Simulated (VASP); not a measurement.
# SnS2 in VASP: single point with r2SCAN

Aim: the single point of SnS2 with r2SCAN.

Program: VASP 6.6.1. These are calculated values, not measurements. Logs are shortened: lines on timing, memory, paths and dates and some standing lists are left out, and cuts for length are marked.

### 1 The cell of the first run

The cell holds a slab with vacuum, 18 atoms: a = 3.651 Å, b = 8.758 Å, c = 26.608 Å, α = 90.00°, β = 90.00°, γ = 90.00°.

### 2 Single point, r2SCAN

POSCAR reads:

```
SnS2
1.0
    3.6513143003      0.0000000000      0.0000000000
    0.0000000000      8.7582410527      0.0000000000
    0.0000000000      0.0000000000     26.6078113952
S Sn
12 6
Direct
    0.0000000000      0.4640236812      0.2818721122
    0.0000000000      0.0573941785      0.3070548954
    0.5000000000      0.7247326111      0.3640867107
    0.5000000000      0.3181031084      0.3892694939
    0.0000000000      0.9854415410      0.4463013092
    0.0000000000      0.5788120383      0.4714840924
    0.5000000000      0.2461504708      0.5285159076
    0.5000000000      0.8395209681      0.5536986908
    0.0000000000      0.5068594007      0.6107305061
    0.0000000000      0.1002298980      0.6359132893
    0.5000000000      0.7675683306      0.6929451046
    0.5000000000      0.3609388279      0.7181278878
    0.5000000000      0.2607089299      0.2944635038
    0.0000000000      0.5214178597      0.3766781023
    0.5000000000      0.7821267896      0.4588927008
    0.0000000000      0.0428357195      0.5411072992
    0.5000000000      0.3035446494      0.6233218977
    0.0000000000      0.5642535792      0.7055364962
```

INCAR.step1 reads:

```
SYSTEM = SnS2
ALGO     = Normal         ! electronic algorithm
DIPOL    = 0.5 0.5 0.500
EDIFF    = 1E-5           ! SCF threshold, eV
ENCUT    = 440            ! plane-wave cutoff, eV
GGA      = PE             ! functional
GGA_COMPAT= .FALSE.      
IDIPOL   = 3            
ISMEAR   = 0              ! smearing method
LASPH    = .TRUE.         ! aspherical terms in the spheres
LCHARG   = .FALSE.        ! write CHGCAR
LDIPOL   = .TRUE.       
LREAL    = .FALSE.        ! projectors in reciprocal space
LWAVE    = .TRUE.         ! write WAVECAR
NBANDS   = 93             ! bands
NELM     = 120            ! most SCF steps
NELMDL   = -8           
PREC     = Accurate       ! precision mode
SIGMA    = 0.05           ! smearing width, eV
```

INCAR.step2 reads:

```
SYSTEM = SnS2
ALGO     = Normal         ! electronic algorithm
DIPOL    = 0.5 0.5 0.500
EDIFF    = 1E-6           ! SCF threshold, eV
ENCUT    = 440            ! plane-wave cutoff, eV
GGA_COMPAT= .FALSE.      
IDIPOL   = 3            
ISIF     = 2              ! what is computed and relaxed
ISMEAR   = 0              ! smearing method
ISTART   = 1            
LASPH    = .TRUE.         ! aspherical terms in the spheres
LCHARG   = .FALSE.        ! write CHGCAR
LDIPOL   = .TRUE.       
LMIXTAU  = .TRUE.       
LREAL    = .FALSE.        ! projectors in reciprocal space
LWAVE    = .FALSE.        ! write WAVECAR
METAGGA  = R2SCAN         ! meta-GGA
NBANDS   = 93             ! bands
NELM     = 120            ! most SCF steps
PREC     = Accurate       ! precision mode
SIGMA    = 0.05           ! smearing width, eV
```

KPOINTS reads:

```
k-points
0
G
  7 3 1
  0 0 0
```

Potentials or basis: VASP PAW PBE potentials, release 64 (S, Sn_d).

On the command line:

```sh
cat potpaw_PBE.64/S/POTCAR potpaw_PBE.64/Sn_d/POTCAR > POTCAR
cp INCAR.step1 INCAR
mpirun -np 1 vasp_std > vasp.out
cp INCAR.step2 INCAR
mpirun -np 1 vasp_std > vasp.out
```

OUTCAR:

```text
SYSTEM = SnS2
   EDIFF = 1E-6
   ENCUT = 440
   ISIF = 2
   ISMEAR = 0
   ISTART = 1
   LASPH = .TRUE.
   LREAL = .FALSE.
   METAGGA = R2SCAN
   NELM = 120
   PREC = Accurate

 ion  position               nearest neighbor table
   1  0.000  0.464  0.282-  13 2.57  13 2.57  14 2.57
   2  0.000  0.057  0.307-  13 2.57  13 2.57
   3  0.500  0.725  0.364-  14 2.57  14 2.57  15 2.57
   4  0.500  0.318  0.389-  14 2.57  14 2.57  13 2.57
   5  0.000  0.985  0.446-  16 2.57  15 2.57  15 2.57
   6  0.000  0.579  0.471-  15 2.57  15 2.57  14 2.57
   7  0.500  0.246  0.529-  16 2.57  16 2.57  17 2.57
   8  0.500  0.840  0.554-  15 2.57  16 2.57  16 2.57
   9  0.000  0.507  0.611-  17 2.57  17 2.57  18 2.57
  10  0.000  0.100  0.636-  17 2.57  17 2.57  16 2.57
  11  0.500  0.768  0.693-  18 2.57  18 2.57
  12  0.500  0.361  0.718-  18 2.57  18 2.57  17 2.57
  13  0.500  0.261  0.294-   1 2.57   1 2.57   2 2.57   2 2.57   4 2.57  14 3.65  14 3.65
  14  0.000  0.521  0.377-   4 2.57   4 2.57   3 2.57   3 2.57   1 2.57   6 2.57  13 3.65  13 3.65
                            15 3.65  15 3.65
  15  0.500  0.782  0.459-   8 2.57   6 2.57   6 2.57   5 2.57   5 2.57   3 2.57  16 3.65  16 3.65
                            14 3.65  14 3.65
  16  0.000  0.043  0.541-   5 2.57   7 2.57   7 2.57   8 2.57   8 2.57  10 2.57  15 3.65  15 3.65
                            17 3.65  17 3.65
  17  0.500  0.304  0.623-   9 2.57   9 2.57  10 2.57  10 2.57  12 2.57   7 2.57  18 3.65  18 3.65
                            16 3.65  16 3.65
  18  0.000  0.564  0.706-  12 2.57  12 2.57  11 2.57  11 2.57   9 2.57  17 3.65  17 3.65

  LATTYP: Found a simple orthorhombic cell.
 ALAT       =     3.6513143003
 B/A-ratio  =     2.3986543837
 C/A-ratio  =     7.2871873542

  Lattice vectors:

 A1 = (   3.6513143003,   0.0000000000,   0.0000000000)
 A2 = (   0.0000000000,   8.7582410527,   0.0000000000)
 A3 = (   0.0000000000,   0.0000000000,  26.6078113952)

Analysis of symmetry for initial positions (statically):
=====================================================================
 Subroutine PRICEL returns:
 Original cell was already a primitive cell.

 Routine SETGRP: Setting up the symmetry group for a
 simple orthorhombic supercell.

 Subroutine GETGRP returns: Found  4 space group operations
 (whereof  2 operations were pure point group operations)
 out of a pool of  8 trial point group operations.

The static configuration has the point symmetry C_1h.
 The point group associated with its full space group is C_2h.

Analysis of symmetry for dynamics (positions and initial velocities):
=====================================================================
 Subroutine PRICEL returns:
[... 141 lines left out ...]
   EFERMI_NEDOS =   21; number of points for ismear=-14 and -15
   IALGO  =     38    algorithm
   IMIX   =      4    mixing-type and parameters
     AMIX     =   0.40;   BMIX     =  1.00
     AMIX_MAG =   1.60;   BMIX_MAG =  1.00
  volume/ion in A,a.u.               =      47.27       319.01
  Fermi-wavevector in a.u.,A,eV,Ry     =   0.930018  1.757479 11.768130  0.864933
  Thomas-Fermi vector in A             =   2.056362
   LORBIT       =      0    0 simple, 1 ext, 2 COOP (PROOUT), +10 PAW based schemes
   METAGGA = R2SCAN    functional components
   LHFCALC =     F    Hartree Fock is set to
   AEXX    =    0.0000 exact exchange contribution
   IVDW    =     0    specifies the selected vdW correction
   LEPSILON=     F    determine dielectric tensor
   LRPA    =     F    only Hartree local field effects (RPA)
 non-spin polarized calculation
 Gauss-broadening in eV      SIGMA  =   0.05
  energy-cutoff  :      440.00
  volume of cell :      850.89
 maximum number of plane-waves:     17855
 NGX is ok and might be reduce to    28
   NGX = 13   NGY = 29   NGZ = 91

 number of electron     155.9999978 magnetization

 dipolmoment           0.000000      0.000000     -0.000000 electrons x Angstroem

 Free energy of the ion-electron system (eV)
  ---------------------------------------------------
  ext. energy  EPLUGINS =         0.00000000
  ---------------------------------------------------
  free energy    TOTEN  =      -251.23450522 eV

  energy without entropy =     -251.23450522  energy(sigma->0) =     -251.23450522

 E-fermi :  -0.6784     XC(G=0):  -5.3125

 val. band max:       -0.9363892854   @ k =   0.1429   0.0000   0.0000
 cond. band min:       0.2780816145   @ k =   0.4286   0.3333   0.0000
 fundamental gap:      1.2144708999
 Fermi energy:        -0.6783581543

 k-point     1 :       0.0000    0.0000    0.0000
  band No.  band energies     occupation
      1     -22.8432      2.00000
      2     -22.8420      2.00000
      3     -22.7968      2.00000
      4     -22.7934      2.00000
      5     -22.7491      2.00000
      6     -22.7260      2.00000
[... 733 lines left out ...]
     89       4.7650      0.00000
     90       4.9641      0.00000
 [bands above 90 left out]

------------------------ aborting loop because EDIFF is reached ----------------------------------------

 vacuum level on the upper side and lower side of the slab       (xc-potential included)         0.000        -0.000

  FORCE on cell =-STRESS in cart. coord.  units (eV):
  Direction    XX          YY          ZZ          XY          YZ          ZX
  --------------------------------------------------------------------------------------
  -------------------------------------------------------------------------------------
  Total       -2.7926896     -5.0042474      2.1448423      0.0000000      3.0749017      0.0000000
  in kB       -5.2584529     -9.4226724      4.0385986      0.0000000      5.7898399      0.0000000
  external PRESSURE =      -3.5475089 kB  Pullay stress =       0.0000000 kB

 VOLUME and BASIS-vectors are now :
 -----------------------------------------------------------------------------
  energy-cutoff  :      440.00
  volume of cell :      850.89
      direct lattice vectors                 reciprocal lattice vectors
     3.651314300  0.000000000  0.000000000     0.273873986  0.000000000  0.000000000
     0.000000000  8.758241053  0.000000000     0.000000000  0.114178177  0.000000000
     0.000000000  0.000000000 26.607811395     0.000000000  0.000000000  0.037582948

 POSITION                                       TOTAL-FORCE (eV/Angst)
 -----------------------------------------------------------------------------------
      0.00000      4.06403      7.50000         0.000000     -0.049306     -0.810610
      0.00000      0.50267      8.17006         0.000000      1.395805     -1.084120
      1.82566      6.34738      9.68755         0.000000     -0.085552     -0.186296
      1.82566      2.78602     10.35761         0.000000      0.363537     -0.343313
      0.00000      8.63073     11.87510         0.000000     -0.082534      0.015164
      0.00000      5.06938     12.54516         0.000000      0.118860     -0.070900
[... 10 lines left out ...]
      1.82566      2.65852     16.58523         0.000000      0.117355     -0.548299
      0.00000      4.94187     18.77278         0.000000      1.613004     -1.624963
 -----------------------------------------------------------------------------------
    total drift:                                0.000000      0.000006     -0.000001

  FREE ENERGIE OF THE ION-ELECTRON SYSTEM (eV)
  ---------------------------------------------------
  free  energy   TOTEN  =      -251.2345052198 eV

  energy  without entropy=     -251.2345052198  energy(sigma->0) =     -251.23450522

 vacuum level on the upper side and lower side of the slab         4.989         4.989
```

Run time: 70 min. Hardware: 1 thread of AMD EPYC 7R13 (Zen 3), shared host; peak memory 0.91 GiB.

What came out:

```
Free energy            : -251.2345 eV
Largest force          : 2.290 eV/Å
Band gap on the k mesh : 1.21 eV (least direct gap 1.26 eV)
```

Forces on the atoms (eV/Å):
```
S    0.000 -0.049 -0.811
S    0.000  1.396 -1.084
S    0.000 -0.086 -0.186
S    0.000  0.364 -0.343
S    0.000 -0.083  0.015
S    0.000  0.119 -0.071
S    0.000 -0.119  0.071
S    0.000  0.083 -0.015
S    0.000 -0.364  0.343
S    0.000  0.086  0.186
S    0.000 -1.396  1.084
S    0.000  0.049  0.811
Sn   0.000 -1.613  1.625
Sn   0.000 -0.117  0.548
Sn   0.000  0.044  0.136
Sn   0.000 -0.044 -0.136
Sn   0.000  0.117 -0.548
Sn   0.000  1.613 -1.625
```

Caveat: the PAW data sets were made with another functional, which shifts forces and pressure a little; spin-orbit coupling is left out, which moves the levels of the heavy elements.
